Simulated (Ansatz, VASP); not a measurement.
**One calculation of SnS, two programs**

The input INCAR:

```
  PREC = Accurate
  ENCUT = 500
  EDIFF = 1E-6
  ISMEAR = 0
  SIGMA = 0.01
  LREAL = Auto
  LASPH = True
  NELM = 120
  ALGO = Normal
  ISIF = 2
  LWAVE = False
  LCHARG = False
  GGA = PE
  NBANDS = 182
  GGA_COMPAT = False
  KPAR = 2
  NCORE = 2
```

Contents of KPOINTS:

```
Automatic mesh
0
Gamma
  2 2 2
```

File POSCAR:

```
SnS
1.0
    0.0000000000      0.0000000000      8.9084050417
    0.0000000000      8.0465689176     -4.4542025209
  -11.4455027586      0.0000000000      0.0000000000
Sn S
16 16
Direct
    0.1275029657      0.1250000000      0.8784577503
    0.6275029657      0.1250000000      0.8784577503
    0.3775029657      0.6250000000      0.8784577503
    0.8775029657      0.6250000000      0.8784577503
    0.5025029657      0.3750000000      0.6215422497
    0.0025029657      0.3750000000      0.6215422497
    0.7525029657      0.8750000000      0.6215422497
    0.2525029657      0.8750000000      0.6215422497
    0.2474970343      0.1250000000      0.3784577503
    0.7474970343      0.1250000000      0.3784577503
    0.4974970343      0.6250000000      0.3784577503
    0.9974970343      0.6250000000      0.3784577503
    0.6224970343      0.3750000000      0.1215422497
    0.1224970343      0.3750000000      0.1215422497
    0.8724970343      0.8750000000      0.1215422497
    0.3724970343      0.8750000000      0.1215422497
    0.3012216690      0.1250000000      0.1501041304
    0.8012216690      0.1250000000      0.1501041304
    0.5512216690      0.6250000000      0.1501041304
    0.0512216690      0.6250000000      0.1501041304
    0.6762216690      0.3750000000      0.3498958696
    0.1762216690      0.3750000000      0.3498958696
    0.9262216690      0.8750000000      0.3498958696
    0.4262216690      0.8750000000      0.3498958696
    0.0737783310      0.1250000000      0.6501041304
    0.5737783310      0.1250000000      0.6501041304
    0.3237783310      0.6250000000      0.6501041304
    0.8237783310      0.6250000000      0.6501041304
    0.4487783310      0.3750000000      0.8498958696
    0.9487783310      0.3750000000      0.8498958696
    0.6987783310      0.8750000000      0.8498958696
    0.1987783310      0.8750000000      0.8498958696
```

Input for Ansatz:

```yaml
crystal:
  lattice:
    - [0.0, 0.0, 8.9084050417]
    - [0.0, 8.0465689176, -4.4542025209]
    - [-11.4455027586, 0.0, 0.0]
  atoms:
    - { symbol: Sn, position: [0.1275029657, 0.125, 0.8784577503] }
    - { symbol: Sn, position: [0.6275029657, 0.125, 0.8784577503] }
    - { symbol: Sn, position: [0.3775029657, 0.625, 0.8784577503] }
    - { symbol: Sn, position: [0.8775029657, 0.625, 0.8784577503] }
    - { symbol: Sn, position: [0.5025029657, 0.375, 0.6215422497] }
    - { symbol: Sn, position: [0.0025029657, 0.375, 0.6215422497] }
    - { symbol: Sn, position: [0.7525029657, 0.875, 0.6215422497] }
    - { symbol: Sn, position: [0.2525029657, 0.875, 0.6215422497] }
    - { symbol: Sn, position: [0.2474970343, 0.125, 0.3784577503] }
    - { symbol: Sn, position: [0.7474970343, 0.125, 0.3784577503] }
    - { symbol: Sn, position: [0.4974970343, 0.625, 0.3784577503] }
    - { symbol: Sn, position: [0.9974970343, 0.625, 0.3784577503] }
    - { symbol: Sn, position: [0.6224970343, 0.375, 0.1215422497] }
    - { symbol: Sn, position: [0.1224970343, 0.375, 0.1215422497] }
    - { symbol: Sn, position: [0.8724970343, 0.875, 0.1215422497] }
    - { symbol: Sn, position: [0.3724970343, 0.875, 0.1215422497] }
    - { symbol: S, position: [0.301221669, 0.125, 0.1501041304] }
    - { symbol: S, position: [0.801221669, 0.125, 0.1501041304] }
    - { symbol: S, position: [0.551221669, 0.625, 0.1501041304] }
    - { symbol: S, position: [0.051221669, 0.625, 0.1501041304] }
    - { symbol: S, position: [0.676221669, 0.375, 0.3498958696] }
    - { symbol: S, position: [0.176221669, 0.375, 0.3498958696] }
    - { symbol: S, position: [0.926221669, 0.875, 0.3498958696] }
    - { symbol: S, position: [0.426221669, 0.875, 0.3498958696] }
    - { symbol: S, position: [0.073778331, 0.125, 0.6501041304] }
    - { symbol: S, position: [0.573778331, 0.125, 0.6501041304] }
    - { symbol: S, position: [0.323778331, 0.625, 0.6501041304] }
    - { symbol: S, position: [0.823778331, 0.625, 0.6501041304] }
    - { symbol: S, position: [0.448778331, 0.375, 0.8498958696] }
    - { symbol: S, position: [0.948778331, 0.375, 0.8498958696] }
    - { symbol: S, position: [0.698778331, 0.875, 0.8498958696] }
    - { symbol: S, position: [0.198778331, 0.875, 0.8498958696] }
basis:
  ecutwfc: 420
  xc_grid: 2
kpoints:
  mp_grid: { grid: [2, 2, 2], shift: [0.0, 0.0, 0.0] }
hamiltonian:
  xc: pbe
scf:
  occupations: { method: gaussian, width: 0.01 }
output:
  forces: true
  stress: true
  eigenvalues: true
  write_density: true
  write_potential: true
  elf: true
  volumetric_format: npy
```

Alike in both runs: task single point; functional PBE; k mesh 2 × 2 × 2; occupations gaussian, width 0.01 eV; no spin polarisation.

|  | VASP | Ansatz |
| --- | --- | --- |
| version | VASP 6.6.1 | Ansatz 0.2.0 |
| potentials or method | VASP PAW PBE potentials, release 64 (Sn_d, S), cutoff 500 eV | scalar-relativistic, plane waves, PAW |
| valence electrons in the cell | 320 | 320 |

|  | VASP | Ansatz | Ansatz less VASP |
| --- | --- | --- | --- |
| gap on the k mesh at the Fermi level (eV) | 1.21 | 1.21 | +0.008 |
| least direct gap on the mesh (eV) | 1.44 | 1.44 | -0.003 |
| pressure (GPa) | 0.0 | 0.1 | +0.05 |
| traceless stress, the component that is largest in VASP (GPa) | -0.10 | -0.11 | -0.016 |
| rms of the force components (eV/Å) | 0.020 | 0.021 | +0.0013 |

Atom by atom the forces differ by 0.004 eV/Å (rms over components). The functional is the same, so the differences come from potentials, cutoffs and numerics.
